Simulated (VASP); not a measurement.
Input of a VASP 6.6.1 run:

File INCAR:

```
SYSTEM = SiC
  PREC = Accurate
  ENCUT = 520
  EDIFF = 1E-6
  ISMEAR = -1
  SIGMA = 0.05
  LREAL = .FALSE.
  LASPH = .TRUE.
  NELM = 60
  ALGO = Normal
  ISIF = 2
  LWAVE = .FALSE.
  LCHARG = .TRUE.
  GGA = PS
  IVDW = 12
  LELF = .TRUE.
  LVHAR = .TRUE.
  NBANDS = 36
```

File KPOINTS:

```
regular mesh
0
G
  10 10 2
  0 0 0
```

The input POSCAR:

```
SiC
1.0
    3.0613737013      0.0000000000      0.0000000000
   -1.5306868506      2.6512273958      0.0000000000
    0.0000000000      0.0000000000     15.0196934278
Si C
6 6
Direct
    0.6666666667      0.3333333333      0.4583211075
    0.3333333333      0.6666666667      0.9583211075
    0.6666666667      0.3333333333      0.7918220923
    0.3333333333      0.6666666667      0.2918220923
    0.0000000000      0.0000000000      0.6250264116
    0.0000000000      0.0000000000      0.1250264116
    0.6666666667      0.3333333333      0.3333208461
    0.3333333333      0.6666666667      0.8333208461
    0.6666666667      0.3333333333      0.6668210292
    0.3333333333      0.6666666667      0.1668210292
    0.0000000000      0.0000000000      0.4996885132
    0.0000000000      0.0000000000     -0.0003114868
```

Potentials or basis: VASP PAW PBE potentials, release 64 (Si, C).

The run is started by

```console
$ cat potpaw_PBE.64/Si/POTCAR potpaw_PBE.64/C/POTCAR > POTCAR
$ mpirun -np 1 vasp_std > vasp.out
```

(1) Predict the dispersion energy per atom.

(2) Predict the band gap on the k mesh.

## Answers

(1) -0.246 eV.

(2) 1.91 eV, indirect (least direct gap 3.02 eV).
